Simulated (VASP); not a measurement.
Wanted: the native input for a VASP 6.6.1 run.

```
Task                   : relaxation of cell and atoms
Functional             : PBE
Potentials or basis    : VASP PAW PBE potentials, release 64 (Fe)
Cutoff                 : 600 eV
k mesh                 : 13 × 13 × 13
Occupations            : fermi-dirac, width 0.05 eV
Spin                   : collinear spin, ferromagnetic start
Starting moments       : [3.0] μB
Target pressure        : 10 GPa
Dipole correction      : no
Further INCAR settings : ALGO = Normal; EDIFF = 1e-06; IBRION = 2; EDIFFG = -0.01; NSW = 60; ISIF = 3
```

The structure of Fe lies in POSCAR:

```
Fe
1.0
   -1.4430000000      1.4430000000      1.4430000000
    1.4430000000     -1.4430000000      1.4430000000
    1.4430000000      1.4430000000     -1.4430000000
Fe
1
Direct
    0.0000000000      0.0000000000      0.0000000000
```

These files were run (other wordings do the same):

INCAR

```
SYSTEM = Fe
PREC = Accurate
ENCUT = 600
EDIFF = 1E-6
ISMEAR = -1
SIGMA = 0.05
LREAL = .False.
LASPH = .True.
NELM = 150
ALGO = Normal
ISIF = 3
LWAVE = .False.
LCHARG = .False.
ISPIN = 2
MAGMOM = 3
LORBIT = 11
LMAXMIX = 4
GGA = PE
IBRION = 2
NSW = 60
EDIFFG = -0.01
PSTRESS = 100.0
```

KPOINTS

```
regular mesh
0
Gamma
  13 13 13
  0 0 0
```

Potentials or basis: VASP PAW PBE potentials, release 64 (Fe).

Command:

```console
$ cat potpaw_PBE.64/Fe/POTCAR > POTCAR
$ mpirun -np 1 vasp_std > vasp.out
```

Results of the run:

| Property | Result |
| --- | --- |
| Relaxed volume | 10.80 Å³/atom |
| Relaxed cell | a = 2.412 Å, b = 2.412 Å, c = 2.412 Å, α = 109.47°, β = 109.47°, γ = 109.47° |
| Space group after relaxing (to 0.05 Å) | Im-3m (No. 229) |
| Energy change on relaxing (the enthalpy is what falls) | -8.8 meV/atom |
| Ionic steps | 6 |
| Pressure after relaxing | 10.1 GPa |
| Net moment | 2.07 μB per cell |
| Site moments | Fe +2.06 μB |
| Valence electrons inside the program's atomic spheres | Fe 7.38 |

Caveat: the cell is relaxed towards a set pressure, so the enthalpy falls and the energy may rise.

Run time: 34 s on 1 thread of Intel(R) Xeon(R) 6975P-C (Granite Rapids), with other jobs on the host, peak memory 0.15 GiB.
